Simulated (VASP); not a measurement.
# AlAs (F-43m) in VASP: further runs

The runs below take AlAs through single point, relaxation of cell and atoms, with PBE.

Everything below comes from runs of VASP 6.6.1. Logs are shortened: lines on timing, memory, paths and dates and some standing lists are left out, and cuts for length are marked.

**1. The cell of the first run**

The structure is cubic, space group F-43m (No. 216). The conventional cell has a = 5.728 Å, b = 5.728 Å, c = 5.728 Å, α = 90.00°, β = 90.00°, γ = 90.00°. Within 3.3 Å of Al (site symmetry -43m) lie 4 As at 2.48 Å. Within 3.3 Å of As (site symmetry -43m) lie 4 Al at 2.48 Å.

**2. Single point, PBE**

Input file INCAR:

```
SYSTEM = AlAs
PREC     = Accurate       ! precision mode
ENCUT    = 500            ! plane-wave cutoff, eV
EDIFF    = 1E-6           ! SCF threshold, eV
ISMEAR   = 0              ! smearing method
SIGMA    = 0.02           ! smearing width, eV
LREAL    = .FALSE.        ! projectors in reciprocal space
LASPH    = .TRUE.         ! aspherical terms in the spheres
NELM     = 120            ! most SCF steps
ALGO     = Normal         ! electronic algorithm
ISIF     = 2              ! what is computed and relaxed
LWAVE    = .FALSE.        ! write WAVECAR
LCHARG   = .FALSE.        ! write CHGCAR
GGA      = PE             ! functional
NBANDS   = 11             ! bands
GGA_COMPAT= .FALSE.
```

Input file KPOINTS:

```
Automatic mesh
0
G
  8 8 8
  0 0 0
```

Input file POSCAR:

```
AlAs
1.0
    0.0000000000      2.8642081016      2.8642081016
    2.8642081016      0.0000000000      2.8642081016
    2.8642081016      2.8642081016      0.0000000000
Al As
1 1
Direct
    0.0000000000      0.0000000000      0.0000000000
    0.2500000000      0.2500000000      0.2500000000
```

Potentials or basis: VASP PAW PBE potentials, release 64 (Al, As).

Started as:

```sh
$ cat potpaw_PBE.64/Al/POTCAR potpaw_PBE.64/As/POTCAR > POTCAR
$ mpirun -np 1 vasp_std > vasp.out
```

OUTCAR:

```text
SYSTEM = AlAs
   PREC = Accurate
   ENCUT = 500
   EDIFF = 1E-6
   ISMEAR = 0
   LREAL = .FALSE.
   LASPH = .TRUE.
   NELM = 120
   ISIF = 2
   GGA = PE

 ion  position               nearest neighbor table
   1  0.000  0.000  0.000-   2 2.48   2 2.48   2 2.48   2 2.48
   2  0.250  0.250  0.250-   1 2.48   1 2.48   1 2.48   1 2.48

  LATTYP: Found a face centered cubic cell.
 ALAT       =     5.7284162032

  Lattice vectors:

 A1 = (   0.0000000000,   2.8642081016,   2.8642081016)
 A2 = (   2.8642081016,   0.0000000000,   2.8642081016)
 A3 = (   2.8642081016,   2.8642081016,   0.0000000000)

Analysis of symmetry for initial positions (statically):
=====================================================================
 Subroutine PRICEL returns:
 Original cell was already a primitive cell.

 Routine SETGRP: Setting up the symmetry group for a
 face centered cubic supercell.

 Subroutine GETGRP returns: Found 24 space group operations
 (whereof 24 operations were pure point group operations)
 out of a pool of 48 trial point group operations.

The static configuration has the point symmetry T_d .

Analysis of symmetry for dynamics (positions and initial velocities):
=====================================================================
 Subroutine PRICEL returns:
 Original cell was already a primitive cell.

 Routine SETGRP: Setting up the symmetry group for a
 face centered cubic supercell.

 Subroutine GETGRP returns: Found 24 space group operations
 (whereof 24 operations were pure point group operations)
 out of a pool of 48 trial point group operations.

The dynamic configuration has the point symmetry T_d .

 Subroutine INISYM returns: Found 24 space group operations
 (whereof 24 operations are pure point group operations),
 and found     1 'primitive' translations

----------------------------------------------------------------------------------------

                                     Primitive cell

  volume of cell :      46.9941

  direct lattice vectors                    reciprocal lattice vectors
     0.000000000  2.864208102  2.864208102    -0.174568321  0.174568321  0.174568321
     2.864208102  0.000000000  2.864208102     0.174568321 -0.174568321  0.174568321
     2.864208102  2.864208102  0.000000000     0.174568321  0.174568321 -0.174568321

  length of vectors
     4.050601943  4.050601943  4.050601943     0.302361202  0.302361202  0.302361202

  position of ions in fractional coordinates (direct lattice)
     0.000000000  0.000000000  0.000000000
     0.250000000  0.250000000  0.250000000

  ion indices of the primitive-cell ions
   primitive index   ion index
[... 73 lines left out ...]
   NELM   =    120;   NELMIN=  2; NELMDL= -5     # of ELM steps
   EDIFF  = 0.1E-05   stopping-criterion for ELM
   LREAL  =      F    real-space projection
[... 7 lines left out ...]
   TEBEG  =    0.0;   TEEND  =   0.0 temperature during run
   PSTRESS=    0.0 pullay stress
   NELECT =       8.0000    total number of electrons
   NUPDOWN=      -1.0000    fix difference up-down
   EMIN   =  10.00;   EMAX   =-10.00  energy-range for DOS
   EFERMI =   0.00;   METHOD = LEGACY
   ISMEAR =     0;   SIGMA  =   0.02  broadening in eV -4-tet -1-fermi 0-gaus
   EFERMI_NEDOS =   21; number of points for ismear=-14 and -15
   IALGO  =     38    algorithm
   IMIX   =      4    mixing-type and parameters
     AMIX     =   0.40;   BMIX     =  1.00
     AMIX_MAG =   1.60;   BMIX_MAG =  1.00
  volume/ion in A,a.u.               =      23.50       158.57
  Fermi-wavevector in a.u.,A,eV,Ry     =   0.907313  1.714572 11.200535  0.823216
  Thomas-Fermi vector in A             =   2.031105
   LORBIT       =      0    0 simple, 1 ext, 2 COOP (PROOUT), +10 PAW based schemes
   GGA     = PE    functional components
   LHFCALC =     F    Hartree Fock is set to
   AEXX    =    0.0000 exact exchange contribution
   IVDW    =     0    specifies the selected vdW correction
   LEPSILON=     F    determine dielectric tensor
   LRPA    =     F    only Hartree local field effects (RPA)
 non-spin polarized calculation
 Gauss-broadening in eV      SIGMA  =   0.02
  energy-cutoff  :      500.00
  volume of cell :       46.99
 maximum number of plane-waves:      1243
 NGX is ok and might be reduce to    30
   NGX = 15   NGY = 15   NGZ = 15

 number of electron       7.9999999 magnetization

 Free energy of the ion-electron system (eV)
  ---------------------------------------------------
  ext. energy  EPLUGINS =         0.00000000
  ---------------------------------------------------
  free energy    TOTEN  =        -9.38799789 eV

  energy without entropy =       -9.38799789  energy(sigma->0) =       -9.38799789

 E-fermi :   3.7545     XC(G=0):  -8.9035

 val. band max:        3.5916128954   @ k =   0.0000   0.0000   0.0000
 cond. band min:       5.0864891315   @ k =   0.5000   0.5000   0.0000
 fundamental gap:      1.4948762361
 Fermi energy:         3.7544811975

 k-point     1 :       0.0000    0.0000    0.0000
  band No.  band energies     occupation
      1      -8.0776      2.00000
      2       3.5916      2.00000
      3       3.5916      2.00000
      4       3.5916      2.00000
      5       5.3721      0.00000
      6       7.8181      0.00000
      7       7.8181      0.00000
      8       7.8181      0.00000
      9      12.2729      0.00000
     10      12.5333      0.00000
     11      12.5333      0.00000
[... 309 lines left out ...]
 k-point    24 :      -0.3750    0.2500    0.1250
  band No.  band energies     occupation
      1      -6.4905      2.00000
      2      -1.5411      2.00000
      3       0.9904      2.00000
      4       2.1089      2.00000
      5       7.1712      0.00000
      6       7.8023      0.00000
      7      10.1295      0.00000
      8      11.0934      0.00000
      9      11.8095      0.00000
     10      14.4536      0.00000
     11      15.6740      0.00000

 [... further k-points ...]
[... 5 lines left out ...]
  --------------------------------------------------------------------------------------
  -------------------------------------------------------------------------------------
  Total        0.0460993      0.0460993      0.0460993      0.0000000      0.0000000      0.0000000
  in kB        1.5716687      1.5716687      1.5716687      0.0000000      0.0000000      0.0000000
  external PRESSURE =       1.5716687 kB  Pullay stress =       0.0000000 kB

 VOLUME and BASIS-vectors are now :
 -----------------------------------------------------------------------------
  energy-cutoff  :      500.00
  volume of cell :       46.99
      direct lattice vectors                 reciprocal lattice vectors
     0.000000000  2.864208102  2.864208102    -0.174568321  0.174568321  0.174568321
     2.864208102  0.000000000  2.864208102     0.174568321 -0.174568321  0.174568321
     2.864208102  2.864208102  0.000000000     0.174568321  0.174568321 -0.174568321

 POSITION                                       TOTAL-FORCE (eV/Angst)
 -----------------------------------------------------------------------------------
      0.00000      0.00000      0.00000         0.000000      0.000000      0.000000
      1.43210      1.43210      1.43210        -0.000000     -0.000000     -0.000000
 -----------------------------------------------------------------------------------
    total drift:                               -0.000000     -0.000000     -0.000000

  FREE ENERGIE OF THE ION-ELECTRON SYSTEM (eV)
  ---------------------------------------------------
  free  energy   TOTEN  =        -9.3879978866 eV

  energy  without entropy=       -9.3879978866  energy(sigma->0) =       -9.38799789
```

OSZICAR:

```text
N       E                     dE             d eps       ncg     rms          rms(c)
DAV:   1     0.137624219829E+02    0.13762E+02   -0.28873E+03   638   0.521E+02
DAV:   2    -0.861892903518E+01   -0.22381E+02   -0.21711E+02   790   0.874E+01
DAV:   3    -0.959538438859E+01   -0.97646E+00   -0.97522E+00   825   0.178E+01
DAV:   4    -0.960267623602E+01   -0.72918E-02   -0.72914E-02   736   0.184E+00
DAV:   5    -0.960282451205E+01   -0.14828E-03   -0.14827E-03   784   0.256E-01    0.312E+00
DAV:   6    -0.941737526169E+01    0.18545E+00   -0.34412E-01   698   0.209E+00    0.180E+00
DAV:   7    -0.938712776410E+01    0.30247E-01   -0.16121E-01   728   0.156E+00    0.672E-01
DAV:   8    -0.938774360618E+01   -0.61584E-03   -0.11116E-02   701   0.487E-01    0.112E-01
DAV:   9    -0.938784906686E+01   -0.10546E-03   -0.42002E-04   761   0.115E-01    0.634E-02
DAV:  10    -0.938799425109E+01   -0.14518E-03   -0.19916E-04   702   0.747E-02    0.758E-03
DAV:  11    -0.938799782986E+01   -0.35788E-05   -0.22213E-05   760   0.196E-02    0.558E-03
DAV:  12    -0.938799788656E+01   -0.56708E-07   -0.20173E-06   719   0.702E-03
   1 F= -.93879979E+01 E0= -.93879979E+01  d E =-.104696E-32
```

stdout:

```text
POSCAR found type information on POSCAR AlAs
 POSCAR found :  2 types and       2 ions
 scaLAPACK will be used
 LDA part: xc-table for (Slater+PW92), standard interpolation
 POSCAR, INCAR and KPOINTS ok, starting setup
 FFT: planning ... GRIDC
 FFT: planning ... GRID_SOFT
 FFT: planning ... GRID
 WAVECAR not read
 entering main loop
```

It took 17 s on 1 thread of Intel Xeon 8259CL, shared host; peak memory 0.17 GiB.

Results:

* Free energy: -9.3880 eV
* Pressure: 0.2 GPa
* Band gap on the k mesh: 1.49 eV (least direct gap 1.78 eV)

Levels at points of the mesh, in eV from the valence-band top:
```tsv
k point	band 1	band 2	band 3	band 4	band 5	band 6	band 7	band 8
(0.00, 0.00, 0.00)	-11.67	0.00	0.00	0.00	1.78	4.23	4.23	4.23
(0.50, 0.00, 0.00)	-10.33	-5.42	-0.80	-0.80	2.01	4.65	4.65	7.68
(0.50, 0.50, 0.00)	-9.81	-5.31	-2.10	-2.10	1.49	2.29	10.06	10.06
```

A k mesh can miss the band edges.

(Part 1 of 2 ends here.)
